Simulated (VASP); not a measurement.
The system is Mg2Si3N.

```
Mg Si N
1.0
     3.17280    0.00000    0.00000
    -1.58640    2.74773    0.00000
     0.00000    0.00000   10.32117
Mg Si N
2 3 1
Direct
  0.66667 0.33333 0.89876
  0.33333 0.66667 0.10124
  0.33333 0.66667 0.66933
  0.00000 0.00000 0.50000
  0.66667 0.33333 0.33067
  0.00000 0.00000 0.00000
```

- Program: VASP 6.6.1
- Task: relaxation of cell and atoms
- Functional: PBE
- Potentials or basis: VASP PAW PBE potentials, release 64 (Mg, Si, N)
- Cutoff: 600 eV
- k mesh: 12 × 12 × 4
- Occupations: gaussian, width 0.1 eV
- Spin: no spin polarisation

At the start: pressure 0.1 GPa; volume 15.00 Å³/atom.

Task: How do energy, volume and symmetry change on relaxing?

Result: Over 7 steps the energy falls by 5.6 meV/atom and the volume is 15.22 Å³/atom (+1.5 %); space group P-3m1 (No. 164, to 0.1 Å) before and after.

The path:
| step | energy change (eV) | largest force (eV/Å) | pressure (GPa) | volume (Å³) |
| --- | --- | --- | --- | --- |
| 1 | 0.0000 | 0.3206 | 0.06 | 89.98 |
| 2 | -0.0140 | 0.2267 | 0.45 | 90.05 |
| 3 | -0.0210 | 0.2888 | 1.03 | 90.15 |
| 4 | -0.0296 | 0.1903 | 0.26 | 91.07 |
| 5 | -0.0314 | 0.1278 | -0.27 | 91.70 |
| 6 | -0.0331 | 0.0524 | -0.12 | 91.50 |
| 7 | -0.0335 | 0.0049 | -0.01 | 91.34 |

Final structure:
```xyz
6
Lattice="3.2185 0.0000 0.0000 -1.6092 2.7873 0.0000 0.0000 0.0000 10.1825" Properties=species:S:1:pos:R:3 pbc="T T T"
Mg    1.6092    0.9291    9.1498
Mg    0.0000    1.8582    1.0327
Si    0.0000    1.8582    6.7492
Si    0.0000    0.0000    5.0913
Si    1.6092    0.9291    3.4334
N     0.0000    0.0000    0.0000
```
